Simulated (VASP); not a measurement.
Write the native input for VASP 6.6.1 that does the following.

```
Task                   : single point
Functional             : PBE
Potentials or basis    : VASP PAW PBE potentials, release 64 (Be)
Cutoff                 : 520 eV
k mesh                 : 13 × 13 × 19
Occupations            : fermi-dirac, width 0.08 eV
Spin                   : no spin polarisation
Dipole correction      : no
Further INCAR settings : ALGO = Normal; EDIFF = 1e-06; NBANDS = 10
```

The structure of Be lies in POSCAR:

```
Be
1.0
    2.7002233898      0.0000000000      0.0000000000
   -1.3501116949      2.3384620515      0.0000000000
    0.0000000000      0.0000000000      1.6083837519
Be
3
Direct
    0.0000000000      0.0000000000      0.0000000000
    0.3333333333      0.6666666667      0.5000000000
    0.6666666667      0.3333333333      0.5000000000
```

This isn't the form of Be at room conditions, which is hcp.

One way to write it, as run:

INCAR

```
SYSTEM = Be
  PREC = Accurate
  ENCUT = 520
  EDIFF = 1E-6
  ISMEAR = -1
  SIGMA = 0.08
  LREAL = .FALSE.
  LASPH = .TRUE.
  NELM = 60
  ALGO = Normal
  ISIF = 2
  LWAVE = .FALSE.
  LCHARG = .FALSE.
  GGA = PE
  NBANDS = 10
```

KPOINTS

```
Automatic mesh
0
G
  13 13 19
  0 0 0
```

Potentials or basis: VASP PAW PBE potentials, release 64 (Be).

The run is started by

```sh
$ cat potpaw_PBE.64/Be/POTCAR > POTCAR
$ mpirun -np 1 vasp_std > vasp.out
```

Results of the run:

| Quantity | Value |
| --- | --- |
| Pressure | 424.1 GPa |
| Band gap on the k mesh | zero (bands 3 and 4 overlap by 10.06 eV) |

Caveat: the cell stands under pressure.

It took 27 s on 1 thread of Intel Xeon 8259CL, with other jobs on the host, peak memory 0.12 GiB.
